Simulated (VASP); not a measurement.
# BaTiO3 (Pm-3m) in VASP: single point with r2SCAN

Aim: the single point of BaTiO3 with r2SCAN.

Everything below comes from runs of VASP 6.6.1. Logs are shortened: lines on timing, memory, paths and dates and some standing lists are left out, and cuts for length are marked.

### 1 The cell of the first run

It takes space group Pm-3m (No. 221, cubic). The conventional cell has a = 4.059 Å, b = 4.059 Å, c = 4.059 Å, α = 90.00°, β = 90.00°, γ = 90.00°. Within 3.8 Å of Ba (site symmetry m-3m) lie 12 O at 2.87 Å and 8 Ti at 3.51 Å. Within 2.7 Å of Ti (site symmetry m-3m) lie 6 O at 2.03 Å. Within 2.7 Å of O (site symmetry 4/mmm) lie 2 Ti at 2.03 Å.

### 2 Single point, r2SCAN

POSCAR reads:

```
BaTiO3
1.0
    4.0586171800      0.0000000000      0.0000000000
    0.0000000000      4.0586171800      0.0000000000
    0.0000000000      0.0000000000      4.0586171800
Ba Ti O
1 1 3
Direct
    0.0000000000      0.0000000000      0.0000000000
    0.5000000000      0.5000000000      0.5000000000
    0.5000000000      0.5000000000      0.0000000000
    0.0000000000      0.5000000000      0.5000000000
    0.5000000000      0.0000000000      0.5000000000
```

INCAR.step1 reads:

```
SYSTEM = BaTiO3
PREC = Accurate
ENCUT = 520
ISMEAR = -1
SIGMA = 0.1
LREAL = .False.
LASPH = .True.
NELM = 80
NBANDS = 28
GGA = PE
ALGO = Normal
EDIFF = 1E-4
LWAVE = .True.
LCHARG = .False.
```

INCAR.step2 reads:

```
SYSTEM = BaTiO3
PREC = Accurate
ENCUT = 520
EDIFF = 1E-6
ISMEAR = -1
SIGMA = 0.1
LREAL = .False.
LASPH = .True.
NELM = 80
ALGO = Normal
ISIF = 2
LWAVE = .False.
LCHARG = .True.
METAGGA = R2SCAN
LMIXTAU = .True.
LELF = .True.
LVHAR = .True.
NBANDS = 28
ISTART = 1
```

KPOINTS reads:

```
Automatic mesh
0
Gamma
  6 6 6
  0 0 0
```

Potentials or basis: VASP PAW PBE potentials, release 64 (Ba_sv, Ti_sv, O).

Run with:

```
> cat potpaw_PBE.64/Ba_sv/POTCAR potpaw_PBE.64/Ti_sv/POTCAR potpaw_PBE.64/O/POTCAR > POTCAR
> cp INCAR.step1 INCAR
> mpirun -np 1 vasp_std > vasp.out
> cp INCAR.step2 INCAR
> mpirun -np 1 vasp_std > vasp.out
```

OUTCAR:

```text
SYSTEM = BaTiO3
   PREC = Accurate
   ENCUT = 520
   EDIFF = 1E-6
   ISMEAR = -1
   LREAL = .False.
   LASPH = .True.
   NELM = 80
   ISIF = 2
   METAGGA = R2SCAN
   ISTART = 1

 ion  position               nearest neighbor table
   1  0.000  0.000  0.000-   3 2.87   4 2.87   5 2.87   4 2.87   5 2.87   3 2.87   4 2.87   4 2.87
                             3 2.87   5 2.87   5 2.87   3 2.87   2 3.51   2 3.51   2 3.51   2 3.51
   2  0.500  0.500  0.500-   3 2.03   4 2.03   5 2.03   3 2.03   5 2.03   4 2.03   1 3.51   1 3.51
                             1 3.51   1 3.51   1 3.51   1 3.51   1 3.51   1 3.51
   3  0.500  0.500  0.000-   2 2.03   2 2.03   1 2.87   1 2.87   1 2.87   1 2.87
   4  0.000  0.500  0.500-   2 2.03   2 2.03   1 2.87   1 2.87   1 2.87   1 2.87
   5  0.500  0.000  0.500-   2 2.03   2 2.03   1 2.87   1 2.87   1 2.87   1 2.87

  LATTYP: Found a simple cubic cell.
 ALAT       =     4.0586171800

  Lattice vectors:

 A1 = (   4.0586171800,   0.0000000000,   0.0000000000)
 A2 = (   0.0000000000,   4.0586171800,   0.0000000000)
 A3 = (   0.0000000000,   0.0000000000,   4.0586171800)

Analysis of symmetry for initial positions (statically):
=====================================================================
 Subroutine PRICEL returns:
 Original cell was already a primitive cell.

 Routine SETGRP: Setting up the symmetry group for a
 simple cubic supercell.

 Subroutine GETGRP returns: Found 48 space group operations
 (whereof 48 operations were pure point group operations)
 out of a pool of 48 trial point group operations.

The static configuration has the point symmetry O_h .

Analysis of symmetry for dynamics (positions and initial velocities):
=====================================================================
 Subroutine PRICEL returns:
 Original cell was already a primitive cell.

 Routine SETGRP: Setting up the symmetry group for a
 simple cubic supercell.

 Subroutine GETGRP returns: Found 48 space group operations
 (whereof 48 operations were pure point group operations)
 out of a pool of 48 trial point group operations.

The dynamic configuration has the point symmetry O_h .

 Subroutine INISYM returns: Found 48 space group operations
 (whereof 48 operations are pure point group operations),
 and found     1 'primitive' translations

----------------------------------------------------------------------------------------

                                     Primitive cell

  volume of cell :      66.8551

  direct lattice vectors                    reciprocal lattice vectors
     4.058617180  0.000000000  0.000000000     0.246389338  0.000000000  0.000000000
     0.000000000  4.058617180  0.000000000     0.000000000  0.246389338  0.000000000
     0.000000000  0.000000000  4.058617180     0.000000000  0.000000000  0.246389338

  length of vectors
     4.058617180  4.058617180  4.058617180     0.246389338  0.246389338  0.246389338

  position of ions in fractional coordinates (direct lattice)
     0.000000000  0.000000000  0.000000000
     0.500000000  0.500000000  0.500000000
     0.500000000  0.500000000  0.000000000
     0.000000000  0.500000000  0.500000000
     0.500000000  0.000000000  0.500000000

  ion indices of the primitive-cell ions
   primitive index   ion index
                 1           1
                 2           2
                 3           3
                 4           4
                 5           5

----------------------------------------------------------------------------------------

 KPOINTS: Automatic mesh

Automatic generation of k-mesh.
 Grid dimensions read from file:
 generate k-points for:    6    6    6

 Generating k-lattice:

  Cartesian coordinates                     Fractional coordinates (reciprocal lattice)
     0.041064890  0.000000000  0.000000000     0.166666667  0.000000000  0.000000000
     0.000000000  0.041064890  0.000000000     0.000000000  0.166666667  0.000000000
     0.000000000  0.000000000  0.041064890     0.000000000  0.000000000  0.166666667

  Length of vectors
     0.041064890  0.041064890  0.041064890

  Shift w.r.t. Gamma in fractional coordinates (k-lattice)
     0.000000000  0.000000000  0.000000000

 Subroutine IBZKPT returns following result:
 ===========================================

 Found     20 irreducible k-points:

 Following reciprocal coordinates:
            Coordinates               Weight
  0.000000  0.000000  0.000000      1.000000
  0.166667  0.000000  0.000000      6.000000
  0.333333  0.000000  0.000000      6.000000
  0.500000  0.000000  0.000000      3.000000
  0.166667  0.166667  0.000000     12.000000
  0.333333  0.166667  0.000000     24.000000
[... 12 lines left out ...]
  0.500000  0.500000  0.333333      6.000000
  0.500000  0.500000  0.500000      1.000000
   k-points           NKPTS =     20   k-points in BZ     NKDIM =     20   number of bands    NBANDS=     28
   number of dos      NEDOS =    301   number of ions     NIONS =      5
   total plane-waves  NPLWV =  27000
   dimension x,y,z NGX =    30 NGY =   30 NGZ =   30
   dimension x,y,z NGXF=    60 NGYF=   60 NGZF=   60
   ions per type =               1   1   3
   NGX,Y,Z   is equivalent  to a cutoff of  12.29, 12.29, 12.29 a.u.
   NGXF,Y,Z  is equivalent  to a cutoff of  24.58, 24.58, 24.58 a.u.
 SYSTEM =  BaTiO3
   PREC   = accura    normal or accurate (medium, high low for compatibility)
   ISTART =      1    job   : 0-new  1-cont  2-samecut
   ICHARG =      0    charge: 1-file 2-atom 10-const
   ISPIN  =      1    spin polarized calculation?
   LNONCOLLINEAR =      F non collinear calculations
   LSORBIT =      F    spin-orbit coupling
   LASPH  =      T    aspherical Exc in radial PAW
   ENCUT  =  520.0 eV  38.22 Ry    6.18 a.u.   7.55  7.55  7.55*2*pi/ulx,y,z
   NELM   =     80;   NELMIN=  2; NELMDL=  0     # of ELM steps
   EDIFF  = 0.1E-05   stopping-criterion for ELM
   LREAL  =      F    real-space projection
   EDIFFG = 0.1E-04   stopping-criterion for IOM
   NSW    =      0    number of steps for IOM
   IBRION =     -1    ionic relax: 0-MD 1-quasi-New 2-CG
   NFREE  =      0    steps in history (QN), initial steepest desc. (CG)
   ISIF   =      2    stress and relaxation
   ISYM   =      2    0-nonsym 1-usesym 2-fastsym
   POTIM  = 0.5000    time-step for ionic-motion
   TEBEG  =    0.0;   TEEND  =   0.0 temperature during run
   PSTRESS=    0.0 pullay stress
   NELECT =      40.0000    total number of electrons
   NUPDOWN=      -1.0000    fix difference up-down
   EMIN   =  10.00;   EMAX   =-10.00  energy-range for DOS
   EFERMI =   0.00;   METHOD = LEGACY
   ISMEAR =    -1;   SIGMA  =   0.10  broadening in eV -4-tet -1-fermi 0-gaus
   EFERMI_NEDOS =   21; number of points for ismear=-14 and -15
   IALGO  =     38    algorithm
   IMIX   =      4    mixing-type and parameters
     AMIX     =   0.40;   BMIX     =  1.00
     AMIX_MAG =   1.60;   BMIX_MAG =  1.00
  volume/ion in A,a.u.               =      13.37        90.23
  Fermi-wavevector in a.u.,A,eV,Ry     =   1.379484  2.606847 25.891570  1.902977
  Thomas-Fermi vector in A             =   2.504449
   LORBIT       =      0    0 simple, 1 ext, 2 COOP (PROOUT), +10 PAW based schemes
   METAGGA = R2SCAN    functional components
   LHFCALC =     F    Hartree Fock is set to
   AEXX    =    0.0000 exact exchange contribution
   IVDW    =     0    specifies the selected vdW correction
   LEPSILON=     F    determine dielectric tensor
   LRPA    =     F    only Hartree local field effects (RPA)
 non-spin polarized calculation
  energy-cutoff  :      520.00
  volume of cell :       66.86
 maximum number of plane-waves:      1856
   NGX = 15   NGY = 15   NGZ = 15

 number of electron      39.9999982 magnetization

 Free energy of the ion-electron system (eV)
  ---------------------------------------------------
  ext. energy  EPLUGINS =         0.00000000
  ---------------------------------------------------
  free energy    TOTEN  =       -74.18954103 eV

  energy without entropy =      -74.18952806  energy(sigma->0) =      -74.18953454

 E-fermi :   4.2652     XC(G=0): -11.6834

 val. band max:        3.2159487497   @ k =   0.5000   0.5000   0.5000
 cond. band min:       5.2497095283   @ k =   0.0000   0.0000   0.0000
 fundamental gap:      2.0337607786
 Fermi energy:         4.2652491204

 k-point     1 :       0.0000    0.0000    0.0000
  band No.  band energies     occupation
      1     -55.8601      2.00000
      2     -30.9945      2.00000
      3     -30.9945      2.00000
      4     -30.9945      2.00000
      5     -22.3590      2.00000
      6     -14.5506      2.00000
[... 20 lines left out ...]
     27       8.7616      0.00000
     28      11.0465      0.00000

 k-point     2 :       0.1667    0.0000    0.0000
  band No.  band energies     occupation
      1     -55.8599      2.00000
      2     -31.0062      2.00000
      3     -30.9941      2.00000
      4     -30.9941      2.00000
      5     -22.3338      2.00000
      6     -14.5582      2.00000
[... 20 lines left out ...]
     27       9.2811      0.00000
     28      11.6891      0.00000

 k-point     3 :       0.3333    0.0000    0.0000
  band No.  band energies     occupation
      1     -55.8595      2.00000
      2     -31.0294      2.00000
      3     -30.9933      2.00000
      4     -30.9933      2.00000
      5     -22.2826      2.00000
      6     -14.6442      2.00000
[... 20 lines left out ...]
     27      10.4892      0.00000
     28      11.9867      0.00000

 k-point     4 :       0.5000    0.0000    0.0000
  band No.  band energies     occupation
      1     -55.8592      2.00000
      2     -31.0410      2.00000
      3     -30.9929      2.00000
      4     -30.9929      2.00000
      5     -22.2565      2.00000
      6     -14.7079      2.00000
[... 20 lines left out ...]
     27      11.2326      0.00000
     28      11.9195      0.00000

 k-point     5 :       0.1667    0.1667    0.0000
  band No.  band energies     occupation
      1     -55.8597      2.00000
      2     -31.0059      2.00000
      3     -31.0055      2.00000
      4     -30.9937      2.00000
      5     -22.3107      2.00000
      6     -14.5325      2.00000
[... 20 lines left out ...]
     27       9.7799      0.00000
     28      11.9161      0.00000

 k-point     6 :       0.3333    0.1667    0.0000
  band No.  band energies     occupation
      1     -55.8593      2.00000
      2     -31.0289      2.00000
      3     -31.0048      2.00000
      4     -30.9929      2.00000
      5     -22.2637      2.00000
      6     -14.5559      2.00000
[... 339 lines left out ...]
      5     -22.1782      2.00000
      6     -14.0834      2.00000
[... 20 lines left out ...]
     27      11.4733      0.00000
     28      11.4787      0.00000

 k-point    18 :       0.5000    0.3333    0.3333
  band No.  band energies     occupation
      1     -55.8580      2.00000
      2     -31.0376      2.00000
      3     -31.0259      2.00000
      4     -31.0257      2.00000
      5     -22.1621      2.00000
      6     -13.9908      2.00000
[... 20 lines left out ...]
     27      11.3325      0.00000
     28      11.3645      0.00000

 k-point    19 :       0.5000    0.5000    0.3333
  band No.  band energies     occupation
      1     -55.8578      2.00000
      2     -31.0371      2.00000
      3     -31.0371      2.00000
      4     -31.0254      2.00000
      5     -22.1473      2.00000
      6     -13.8451      2.00000
[... 20 lines left out ...]
     27      11.0567      0.00000
     28      11.0567      0.00000

 k-point    20 :       0.5000    0.5000    0.5000
  band No.  band energies     occupation
      1     -55.8576      2.00000
      2     -31.0367      2.00000
      3     -31.0367      2.00000
      4     -31.0367      2.00000
      5     -22.1332      2.00000
      6     -13.7165      2.00000
[... 20 lines left out ...]
     27      10.8449      0.00000
     28      10.8449      0.00000

------------------------ aborting loop because EDIFF is reached ----------------------------------------

  FORCE on cell =-STRESS in cart. coord.  units (eV):
  Direction    XX          YY          ZZ          XY          YZ          ZX
  --------------------------------------------------------------------------------------
  -------------------------------------------------------------------------------------
  Total       -2.5690240     -2.5690240     -2.5690240      0.0000000      0.0000000     -0.0000000
  in kB      -61.5665013    -61.5665013    -61.5665013      0.0000000      0.0000000     -0.0000000
  external PRESSURE =     -61.5665013 kB  Pullay stress =       0.0000000 kB

 VOLUME and BASIS-vectors are now :
 -----------------------------------------------------------------------------
  energy-cutoff  :      520.00
  volume of cell :       66.86
      direct lattice vectors                 reciprocal lattice vectors
     4.058617180  0.000000000  0.000000000     0.246389338  0.000000000  0.000000000
     0.000000000  4.058617180  0.000000000     0.000000000  0.246389338  0.000000000
     0.000000000  0.000000000  4.058617180     0.000000000  0.000000000  0.246389338

 POSITION                                       TOTAL-FORCE (eV/Angst)
 -----------------------------------------------------------------------------------
      0.00000      0.00000      0.00000         0.000000      0.000000      0.000000
      2.02931      2.02931      2.02931         0.000000      0.000000      0.000000
      2.02931      2.02931      0.00000         0.000000      0.000000      0.000000
      0.00000      2.02931      2.02931         0.000000      0.000000      0.000000
      2.02931      0.00000      2.02931         0.000000      0.000000      0.000000
 -----------------------------------------------------------------------------------
    total drift:                                0.000000      0.000000     -0.000000

  FREE ENERGIE OF THE ION-ELECTRON SYSTEM (eV)
  ---------------------------------------------------
  free  energy   TOTEN  =       -74.1895410304 eV

  energy  without entropy=      -74.1895280587  energy(sigma->0) =      -74.18953454
```

Wall time 2 min (1 thread of Intel Xeon Platinum 8488C (Sapphire Rapids), shared host); peak memory 0.2 GiB.

Results:

* Free energy: -74.1895 eV
* Pressure: -6.2 GPa
* Band gap on the k mesh: 2.03 eV, indirect (least direct gap 2.23 eV)

Levels at points of the mesh, in eV from the valence-band top:
| k point | band 16 | band 17 | band 18 | band 19 | band 20 | band 21 | band 22 | band 23 | band 24 | band 25 |
| --- | --- | --- | --- | --- | --- | --- | --- | --- | --- | --- |
| (0.00, 0.00, 0.00) | -1.06 | -1.06 | -0.19 | -0.19 | -0.19 | 2.03 | 2.03 | 2.03 | 3.87 | 3.87 |
| (0.50, 0.00, 0.00) | -1.80 | -1.77 | -1.77 | -0.74 | -0.74 | 2.17 | 3.63 | 3.63 | 3.88 | 5.89 |
| (0.50, 0.50, 0.00) | -2.54 | -1.80 | -0.91 | -0.91 | -0.08 | 3.63 | 3.63 | 4.05 | 4.73 | 7.63 |
| (0.50, 0.50, 0.50) | -2.43 | -2.43 | 0.00 | 0.00 | 0.00 | 4.27 | 4.27 | 4.27 | 7.22 | 7.22 |

Caveat: the PAW data sets were made with another functional, which shifts forces and pressure a little; spin-orbit coupling is left out, which moves the levels of the heavy elements. r2SCAN opens gaps a little over a GGA but as a rule still falls short of measured ones.
